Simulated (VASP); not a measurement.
# AlSi5 (P6/mmm) in VASP: further runs

Runs on AlSi5. Level: PBE. Tasks: single point, relaxation of cell and atoms.

Everything below comes from runs of VASP 6.6.1. Logs are shortened: lines on timing, memory, paths and dates and some standing lists are left out, and cuts for length are marked.

## 1. The cell of the first run

Symmetry: P6/mmm, No. 191, hexagonal system. Conventional cell: a = 4.992 Å, b = 4.992 Å, c = 4.489 Å, α = 90.00°, β = 90.00°, γ = 120.00°. Within 3.8 Å of Al (site symmetry 6/mmm) lie 18 Si at 2.88 to 3.36 Å. Within 3.3 Å of Si (site symmetry mmm) lie 8 Si at 2.50 to 2.67 Å. Within 3.5 Å of Si (site symmetry -6m2) lie 9 Si at 2.67 to 2.88 Å and 3 Al at 2.88 Å.

## 2. Single point, PBE

INCAR

```
SYSTEM = AlSi5
PREC = Accurate
ENCUT = 520
EDIFF = 1E-6
ISMEAR = 0
SIGMA = 0.1
LREAL = .False.
LASPH = .True.
NELM = 100
ALGO = Normal
ISIF = 2
LWAVE = .False.
LCHARG = .False.
GGA = PE
NBANDS = 20
```

KPOINTS

```
Automatic mesh
0
Gamma
  12 12 10
  0 0 0
```

POSCAR

```
AlSi5
1.0
    4.9922199458      0.0000000027      0.0000000000
   -2.4961099752      4.3233892930      0.0000000000
    0.0000000000      0.0000000000      4.4887890689
Al Si
1 5
Direct
    0.0000000000      0.0000000000      0.0000000000
    0.5000000000      0.5000000000      0.5000000000
    0.6666666667      0.3333333333      0.0000000000
    0.0000000000      0.5000000000      0.5000000000
    0.3333333333      0.6666666667      0.0000000000
    0.5000000000      0.0000000000      0.5000000000
```

Potentials or basis: VASP PAW PBE potentials, release 64 (Al, Si).

Launch:

```sh
cat potpaw_PBE.64/Al/POTCAR potpaw_PBE.64/Si/POTCAR > POTCAR
mpirun -np 1 vasp_std > vasp.out
```

OUTCAR:

```text
SYSTEM = AlSi5
   PREC = Accurate
   ENCUT = 520
   EDIFF = 1E-6
   ISMEAR = 0
   LREAL = .False.
   LASPH = .True.
   NELM = 100
   ISIF = 2
   GGA = PE

 ion  position               nearest neighbor table
   1  0.000  0.000  0.000-   3 2.88   5 2.88   5 2.88   3 2.88   3 2.88   5 2.88
   2  0.500  0.500  0.500-   6 2.50   6 2.50   4 2.50   4 2.50   3 2.67   5 2.67   5 2.67   3 2.67

   3  0.667  0.333  0.000-   6 2.67   6 2.67   4 2.67   4 2.67   2 2.67   2 2.67   1 2.88   5 2.88
                             5 2.88   1 2.88   1 2.88   5 2.88
   4  0.000  0.500  0.500-   2 2.50   2 2.50   6 2.50   6 2.50   3 2.67   5 2.67   5 2.67   3 2.67

   5  0.333  0.667  0.000-   6 2.67   6 2.67   4 2.67   4 2.67   2 2.67   2 2.67   1 2.88   3 2.88
                             3 2.88   1 2.88   1 2.88   3 2.88
   6  0.500  0.000  0.500-   2 2.50   2 2.50   4 2.50   4 2.50   3 2.67   5 2.67   3 2.67   5 2.67

  LATTYP: Found a hexagonal cell.
 ALAT       =     4.9922199458
 C/A-ratio  =     0.8991569117

  Lattice vectors:

 A1 = (   4.9922199458,   0.0000000027,   0.0000000000)
 A2 = (  -2.4961099752,   4.3233892930,   0.0000000000)
 A3 = (   0.0000000000,   0.0000000000,   4.4887890689)

Analysis of symmetry for initial positions (statically):
=====================================================================
 Subroutine PRICEL returns:
 Original cell was already a primitive cell.

 Routine SETGRP: Setting up the symmetry group for a
 hexagonal supercell.

 Subroutine GETGRP returns: Found 24 space group operations
 (whereof 24 operations were pure point group operations)
 out of a pool of 24 trial point group operations.

The static configuration has the point symmetry D_6h.

Analysis of symmetry for dynamics (positions and initial velocities):
=====================================================================
 Subroutine PRICEL returns:
 Original cell was already a primitive cell.

 Routine SETGRP: Setting up the symmetry group for a
 hexagonal supercell.

 Subroutine GETGRP returns: Found 24 space group operations
 (whereof 24 operations were pure point group operations)
 out of a pool of 24 trial point group operations.

The dynamic configuration has the point symmetry D_6h.

 Subroutine INISYM returns: Found 24 space group operations
 (whereof 24 operations are pure point group operations),
 and found     1 'primitive' translations

----------------------------------------------------------------------------------------

                                     Primitive cell

  volume of cell :      96.8829

  direct lattice vectors                    reciprocal lattice vectors
     4.992219946  0.000000003  0.000000000     0.200311687  0.115650007  0.000000000
    -2.496109975  4.323389293  0.000000000    -0.000000000  0.231300013  0.000000000
     0.000000000  0.000000000  4.488789069     0.000000000  0.000000000  0.222777231

  length of vectors
     4.992219946  4.992219946  4.488789069     0.231300013  0.231300013  0.222777231

  position of ions in fractional coordinates (direct lattice)
     0.000000000  0.000000000  0.000000000
     0.500000000  0.500000000  0.500000000
     0.666666667  0.333333333  0.000000000
     0.000000000  0.500000000  0.500000000
     0.333333333  0.666666667  0.000000000
     0.500000000  0.000000000  0.500000000

  ion indices of the primitive-cell ions
   primitive index   ion index
                 1           1
                 2           2
                 3           3
                 4           4
                 5           5
                 6           6

----------------------------------------------------------------------------------------

 KPOINTS: Automatic mesh

Automatic generation of k-mesh.
 Grid dimensions read from file:
 generate k-points for:   12   12   10

 Generating k-lattice:

  Cartesian coordinates                     Fractional coordinates (reciprocal lattice)
     0.016692641  0.009637501  0.000000000     0.083333333 -0.000000000  0.000000000
    -0.000000000  0.019275001  0.000000000    -0.000000000  0.083333333  0.000000000
     0.000000000  0.000000000  0.022277723     0.000000000  0.000000000  0.100000000

  Length of vectors
     0.019275001  0.019275001  0.022277723

  Shift w.r.t. Gamma in fractional coordinates (k-lattice)
     0.000000000  0.000000000  0.000000000

 Subroutine IBZKPT returns following result:
 ===========================================

 Found    114 irreducible k-points:

 Following reciprocal coordinates:
            Coordinates               Weight
  0.000000  0.000000  0.000000      1.000000
  0.083333 -0.000000  0.000000      6.000000
  0.166667 -0.000000  0.000000      6.000000
  0.250000 -0.000000  0.000000      6.000000
  0.333333 -0.000000  0.000000      6.000000
  0.416667 -0.000000  0.000000      6.000000
[... 16 lines left out ...]
  0.250000 -0.000000  0.100000     12.000000
  0.333333 -0.000000  0.100000     12.000000
 [... further k-points ...]
   k-points           NKPTS =    114   k-points in BZ     NKDIM =    114   number of bands    NBANDS=     20
   number of dos      NEDOS =    301   number of ions     NIONS =      6
   total plane-waves  NPLWV =  57600
   dimension x,y,z NGX =    40 NGY =   40 NGZ =   36
   dimension x,y,z NGXF=    80 NGYF=   80 NGZF=   72
   ions per type =               1   5
   NGX,Y,Z   is equivalent  to a cutoff of  13.32, 13.32, 13.33 a.u.
   NGXF,Y,Z  is equivalent  to a cutoff of  26.64, 26.64, 26.67 a.u.
 SYSTEM =  AlSi5
   PREC   = accura    normal or accurate (medium, high low for compatibility)
   ISTART =      0    job   : 0-new  1-cont  2-samecut
   ICHARG =      2    charge: 1-file 2-atom 10-const
   ISPIN  =      1    spin polarized calculation?
   LNONCOLLINEAR =      F non collinear calculations
   LSORBIT =      F    spin-orbit coupling
   LASPH  =      T    aspherical Exc in radial PAW
   ENCUT  =  520.0 eV  38.22 Ry    6.18 a.u.   9.28  9.28  8.35*2*pi/ulx,y,z
   NELM   =    100;   NELMIN=  2; NELMDL= -5     # of ELM steps
   EDIFF  = 0.1E-05   stopping-criterion for ELM
   LREAL  =      F    real-space projection
   EDIFFG = 0.1E-04   stopping-criterion for IOM
   NSW    =      0    number of steps for IOM
   IBRION =     -1    ionic relax: 0-MD 1-quasi-New 2-CG
[... 27 lines left out ...]
 Gauss-broadening in eV      SIGMA  =   0.10
  energy-cutoff  :      520.00
  volume of cell :       96.88
 maximum number of plane-waves:      2645
 NGX is ok and might be reduce to    40
   NGX = 19   NGY = 19   NGZ = 17

 number of electron      23.0000000 magnetization

 Free energy of the ion-electron system (eV)
  ---------------------------------------------------
  ext. energy  EPLUGINS =         0.00000000
  ---------------------------------------------------
  free energy    TOTEN  =       -27.76736369 eV

  energy without entropy =      -27.75632903  energy(sigma->0) =      -27.76184636

 E-fermi :   8.6831     XC(G=0): -10.5604

 val. band max:        8.6747582101   @ k =   0.4167   0.1667   0.1000
 cond. band min:       8.6928426728   @ k =   0.2500  -0.0000   0.0000
 fundamental gap:      0.0180844627
 Fermi energy:         8.6831125634

 k-point     1 :       0.0000    0.0000    0.0000
  band No.  band energies     occupation
      1      -5.1189      2.00000
      2       0.5293      2.00000
      3       1.8260      2.00000
      4       2.2204      2.00000
      5       2.2727      2.00000
      6       2.2727      2.00000
[... 12 lines left out ...]
     19      12.5776      0.00000
     20      12.5776      0.00000

 k-point     2 :       0.0833   -0.0000    0.0000
  band No.  band energies     occupation
      1      -5.0718      2.00000
      2       0.1936      2.00000
      3       1.8684      2.00000
      4       2.1425      2.00000
      5       2.2639      2.00000
      6       2.4876      2.00000
[... 12 lines left out ...]
     19      12.7434      0.00000
     20      13.3867      0.00000

 k-point     3 :       0.1667   -0.0000    0.0000
  band No.  band energies     occupation
      1      -4.9318      2.00000
      2      -0.4764      2.00000
      3       1.8710      2.00000
      4       1.9846      2.00000
      5       2.3933      2.00000
      6       2.6338      2.00000
[... 12 lines left out ...]
     19      13.2039      0.00000
     20      13.8576      0.00000

 k-point     4 :       0.2500   -0.0000    0.0000
  band No.  band energies     occupation
      1      -4.7037      2.00000
      2      -1.2013      2.00000
      3       1.5993      2.00000
      4       2.1086      2.00000
      5       2.5501      2.00000
      6       2.6039      2.00000
[... 12 lines left out ...]
     19      12.7396      0.00000
     20      12.9908      0.00000

 k-point     5 :       0.3333   -0.0000    0.0000
  band No.  band energies     occupation
      1      -4.4002      2.00000
      2      -1.8868      2.00000
      3       1.3862      2.00000
      4       2.0530      2.00000
      5       2.6778      2.00000
      6       2.8830      2.00000
[... 12 lines left out ...]
     19      12.7264      0.00000
     20      12.8902      0.00000

 k-point     6 :       0.4167   -0.0000    0.0000
  band No.  band energies     occupation
      1      -4.0641      2.00000
      2      -2.4607      2.00000
      3       1.2530      2.00000
      4       1.9348      2.00000
      5       2.9719      2.00000
      6       3.1887      2.00000
[... 12 lines left out ...]
     19      13.7162      0.00000
     20      13.7438      0.00000

 k-point     7 :       0.5000   -0.0000    0.0000
  band No.  band energies     occupation
      1      -3.8718      2.00000
      2      -2.7335      2.00000
      3       1.2078      2.00000
      4       1.8882      2.00000
      5       3.1532      2.00000
      6       3.3599      2.00000
[... 12 lines left out ...]
     19      13.8529      0.00000
     20      14.1765      0.00000
[... 277 lines left out ...]
 k-point    20 :       0.0000    0.0000    0.1000
  band No.  band energies     occupation
      1      -5.0492      2.00000
      2       0.5925      2.00000
      3       0.6995      2.00000
      4       2.3415      2.00000
      5       2.3415      2.00000
      6       3.4665      2.00000
[... 12 lines left out ...]
     19      13.2302      0.00000
     20      13.2302      0.00000

 k-point    21 :       0.0833   -0.0000    0.1000
  band No.  band energies     occupation
      1      -5.0022      2.00000
      2       0.2581      2.00000
      3       0.7450      2.00000
      4       2.2111      2.00000
      5       2.5514      2.00000
      6       3.4994      2.00000
[... 12 lines left out ...]
     19      13.2814      0.00000
     20      13.4049      0.00000

 k-point    22 :       0.1667   -0.0000    0.1000
  band No.  band energies     occupation
      1      -4.8623      2.00000
      2      -0.4106      2.00000
      3       0.8802      2.00000
      4       1.9395      2.00000
      5       2.6588      2.00000
      6       3.6446      2.00000
[... 12 lines left out ...]
     19      13.5255      0.00000
     20      13.8633      0.00000

 k-point    23 :       0.2500   -0.0000    0.1000
  band No.  band energies     occupation
      1      -4.6343      2.00000
      2      -1.1344      2.00000
      3       1.0999      2.00000
      4       1.6677      2.00000
      5       2.4570      2.00000
      6       3.8885      2.00000
[... 12 lines left out ...]
     19      13.0106      0.00000
     20      13.0776      0.00000

 k-point    24 :       0.3333   -0.0000    0.1000
  band No.  band energies     occupation
      1      -4.3311      2.00000
      2      -1.8192      2.00000
      3       1.3903      2.00000
      4       1.4545      2.00000
      5       2.2216      2.00000
      6       3.9109      2.00000
[... 12 lines left out ...]
     19      12.2046      0.00000
     20      13.9187      0.00000

 [... further k-points ...]
[... 5 lines left out ...]
  --------------------------------------------------------------------------------------
  -------------------------------------------------------------------------------------
  Total       -0.0278216     -0.0278216     -0.0262693     -0.0000000      0.0000000      0.0000000
  in kB       -0.4600922     -0.4600922     -0.4344217     -0.0000000      0.0000000      0.0000000
  external PRESSURE =      -0.4515354 kB  Pullay stress =       0.0000000 kB

 VOLUME and BASIS-vectors are now :
 -----------------------------------------------------------------------------
  energy-cutoff  :      520.00
  volume of cell :       96.88
      direct lattice vectors                 reciprocal lattice vectors
     4.992219946  0.000000003  0.000000000     0.200311687  0.115650007  0.000000000
    -2.496109975  4.323389293  0.000000000    -0.000000000  0.231300013  0.000000000
     0.000000000  0.000000000  4.488789069     0.000000000  0.000000000  0.222777231

 POSITION                                       TOTAL-FORCE (eV/Angst)
 -----------------------------------------------------------------------------------
      0.00000      0.00000      0.00000        -0.000000      0.000000      0.000000
      1.24805      2.16169      2.24439        -0.000000      0.000000      0.000000
      2.49611      1.44113      0.00000         0.000000      0.000000      0.000000
     -1.24805      2.16169      2.24439        -0.000000      0.000000      0.000000
     -0.00000      2.88226      0.00000        -0.000000     -0.000000     -0.000000
      2.49611      0.00000      2.24439        -0.000000      0.000000      0.000000
 -----------------------------------------------------------------------------------
    total drift:                               -0.000000     -0.000000     -0.000000

  FREE ENERGIE OF THE ION-ELECTRON SYSTEM (eV)
  ---------------------------------------------------
  free  energy   TOTEN  =       -27.7673636907 eV

  energy  without entropy=      -27.7563290342  energy(sigma->0) =      -27.76184636
```

It took 2.3 min on 1 thread of Intel Xeon Platinum 8259CL at 2.50GHz (Skylake/Cascade Lake), shared host; peak memory 0.33 GiB.

What came out:

- Free energy: -27.7674 eV
- Pressure: 0.0 GPa

Levels at points of the mesh, in eV from the Fermi level:
| k point | band 10 | band 11 | band 12 | band 13 | band 14 | band 15 |
| --- | --- | --- | --- | --- | --- | --- |
| (0.00, 0.00, 0.00) | -1.09 | -1.08 | 0.42 | 0.42 | 0.48 | 0.48 |
| (0.50, 0.00, 0.00) | -0.90 | -0.62 | -0.36 | -0.29 | 0.70 | 0.73 |
| (0.00, 0.00, 0.50) | -3.16 | -2.30 | -2.30 | -1.63 | -0.21 | 1.85 |
| (0.50, 0.00, 0.50) | 0.74 | 1.53 | 1.59 | 1.89 | 2.01 | 2.25 |

## 3. Relaxation of cell and atoms, PBE

This run uses another cell than the first one, of 16.53 Å³/atom, 1.024 times its volume.

INCAR

```
SYSTEM = AlSi5
  ALGO = Normal
  EDIFF = 1E-7
  EDIFFG = -0.01
  ENCUT = 600
  GGA = PE
  IBRION = 2
  ISIF = 3
  ISMEAR = 0
  LASPH = .True.
  LCHARG = .False.
  LREAL = .False.
  LWAVE = .False.
  NELM = 100
  NSW = 100
  PREC = Accurate
  SIGMA = 0.1
```

KPOINTS

```
k-points
0
Gamma
  12 12 10
  0 0 0
```

POSCAR

```
AlSi5
1.0
    5.3089920300      0.0000000000      0.0000000000
   -2.6544960200      4.5977219700      0.0000000000
    0.0000000000      0.0000000000      4.0629504800
Al Si
1 5
Direct
    0.0000000000      0.0000000000      0.0000000000
    0.5000000000      0.5000000000      0.5000000000
    0.6666666700      0.3333333300      0.0000000000
    0.0000000000      0.5000000000      0.5000000000
    0.3333333300      0.6666666700      0.0000000000
    0.5000000000      0.0000000000      0.5000000000
```

Potentials or basis: VASP PAW PBE potentials, release 64 (Al, Si).

Launch:

```sh
cat potpaw_PBE.64/Al/POTCAR potpaw_PBE.64/Si/POTCAR > POTCAR
mpirun -np 1 vasp_std > vasp.out
```

Wall time 17 min (1 thread of Intel Xeon Platinum 8259CL at 2.50GHz (Skylake/Cascade Lake), shared host); peak memory 0.36 GiB.

The run converged. Its results:

* Free energy: -27.7675 eV
* Relaxed volume: 16.16 Å³/atom
* Relaxed cell: a = 4.993 Å, b = 4.993 Å, c = 4.490 Å, α = 90.00°, β = 90.00°, γ = 120.00°
* Space group after relaxing (to 0.05 Å): P6/mmm (No. 191)
* Energy gained by relaxing: 29.6 meV/atom
* Ionic steps: 11
* Pressure after relaxing: -0.1 GPa

Step by step:
```
step  energy change (eV)  largest force (eV/Å)  pressure (GPa)  volume (Å³)
   1              0.0000                0.0000           -0.48        99.17
   2             -0.0415                0.0000           -0.50        98.44
   3             -0.0501                0.0000           -0.47        98.04
   4             -0.0671                0.0000           -0.06        97.21
   5             -0.1437                0.0000            1.18        95.40
   6             -0.0119                0.0000            6.28        91.24
   7             -0.1488                0.0000            2.65        93.77
   8             -0.1621                0.0000            2.03        94.40
   9             -0.1553                0.0000           -1.36        98.96
  10             -0.1742                0.0000            0.46        96.26
  11             -0.1774                0.0000           -0.09        96.95
```

Final structure:
```xyz
6
Lattice="4.9933 0.0000 0.0000 -2.4966 4.3243 0.0000 0.0000 0.0000 4.4899" Properties=species:S:1:pos:R:3 pbc="T T T"
Al    0.0000    0.0000    0.0000
Si    1.2483    2.1621    2.2449
Si    2.4966    1.4414    0.0000
Si   -1.2483    2.1621    2.2449
Si    0.0000    2.8829    4.4899
Si    0.0000    4.3243    2.2449
```

Levels at points of the mesh, in eV from the Fermi level:
```csv
k point,band 10,band 11,band 12,band 13,band 14,band 15
"(0.00, 0.00, 0.00)",-1.09,-1.08,0.42,0.42,0.47,0.47
"(0.50, 0.00, 0.00)",-0.90,-0.62,-0.36,-0.29,0.70,0.73
"(0.00, 0.00, 0.50)",-3.16,-2.30,-2.30,-1.63,-0.20,1.85
"(0.50, 0.00, 0.50)",0.74,1.53,1.58,1.89,2.01,2.88
```

## 4. Single point, PBE

This run uses another cell than the first one, of 16.53 Å³/atom, 1.024 times its volume.

INCAR

```
SYSTEM = AlSi5
PREC = Accurate
ENCUT = 520
EDIFF = 1E-6
ISMEAR = 0
SIGMA = 0.1
LREAL = .False.
LASPH = .True.
NELM = 100
ALGO = Normal
ISIF = 2
LWAVE = .False.
LCHARG = .True.
GGA = PE
LELF = .True.
LVHAR = .True.
NBANDS = 20
```

KPOINTS

```
regular mesh
0
Gamma
  6 6 4
  0 0 0
```

POSCAR is that of step 3.

Launch:

```sh
cat potpaw_PBE.64/Al/POTCAR potpaw_PBE.64/Si/POTCAR > POTCAR
mpirun -np 1 vasp_std > vasp.out
```

It took 25 s on 1 thread of Intel Xeon Platinum 8259CL at 2.50GHz (Skylake/Cascade Lake), shared host; peak memory 0.21 GiB.

It converged, with:

* Free energy: -27.3853 eV
* Pressure: -0.9 GPa

Stress tensor (GPa, compression positive):
```
-0.76  0.00  0.00
 0.00 -0.76  0.00
 0.00  0.00 -1.26
```

Levels at points of the mesh, in eV from the Fermi level:
```tsv
k point	band 9	band 10	band 11	band 12	band 13	band 14	band 15	band 16
(0.00, 0.00, 0.00)	-3.48	-1.25	0.19	0.33	0.33	1.79	1.79	2.81
(0.50, 0.00, 0.00)	-2.07	-1.74	-1.45	-0.52	-0.11	0.74	1.19	1.34
(0.00, 0.00, 0.50)	-3.20	-3.20	-2.28	-2.28	-2.06	-0.71	4.97	5.27
(0.50, 0.00, 0.50)	-0.42	0.10	0.26	0.40	0.57	1.20	1.23	1.82
```

Caveat: the k points lie up to 0.39 Å⁻¹ apart.

## 5. Summary

```csv
task,cell,k mesh,cutoff (eV),gap on the mesh (eV),pressure (GPa)
single point,"a = 4.992, b = 4.992, c = 4.489 Å, angles 90.0, 90.0, 120.0°, 6 atoms",12 × 12 × 10,520,none,0.0
relaxation of cell and atoms,"relaxed from a = 5.309, b = 5.309, c = 4.063 Å, angles 90.0, 90.0, 120.0°, 6 atoms",12 × 12 × 10,600,none,-0.1
single point,"a = 5.309, b = 5.309, c = 4.063 Å, angles 90.0, 90.0, 120.0°, 6 atoms",6 × 6 × 4,520,none,-0.9
```

Alike in all rows: level PBE; potentials or basis VASP PAW PBE potentials, release 64 (Al, Si); no spin polarisation; smearing gaussian 0.1 eV.

Caveats: some runs use coarse meshes.

Total energies depend on the potentials used, so only differences within one code and one set of settings carry meaning.
